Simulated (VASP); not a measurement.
## Ga3Cu: single point with LDA

Crystal: Ga3Cu.

```
Ga Cu
1.0
     4.07089    0.00000    0.00000
     0.00000    4.07089    0.00000
     0.00000    0.00000    4.07089
Ga Cu
3 1
Direct
  0.00000 0.50000 0.50000
  0.50000 0.00000 0.50000
  0.50000 0.50000 0.00000
  0.00000 0.00000 0.00000
```

```
Program                : VASP 6.6.1
Task                   : single point
Functional             : LDA
Potentials or basis    : VASP PAW LDA potentials, release 64 (Ga_d, Cu)
Cutoff                 : 520 eV
k mesh                 : 6 × 6 × 6
Occupations            : methfessel-paxton, width 0.02 eV
Spin                   : no spin polarisation
Dipole correction      : no
Further INCAR settings : ALGO = Normal; EDIFF = 1e-07; NBANDS = 33
```

```json
{"Pressure": "-7.6 GPa", "Band gap on the k mesh": "zero (band 25 reaches 8.16 eV, above the bottom of band 26 at 3.80 eV)"}
```

Levels at points of the mesh, in eV from the Fermi level:
```
           k point  band 23  band 24  band 25  band 26  band 27  band 28
(0.00, 0.00, 0.00)    -2.01    -2.01    -0.74    -0.74     0.96     5.70
(0.50, 0.00, 0.00)    -0.85     0.67     0.67     1.15     1.15     1.73
(0.50, 0.50, 0.00)    -2.57    -2.42     2.39     2.59     3.29     3.29
(0.50, 0.50, 0.50)    -2.68    -2.68    -1.98    -1.98    -1.98    -1.06
```

Run time: 47 s on 1 thread of Intel(R) Xeon(R) Platinum 8259CL CPU @ 2.50GHz (Skylake/Cascade Lake), with other jobs on the host, peak memory 0.17 GiB.
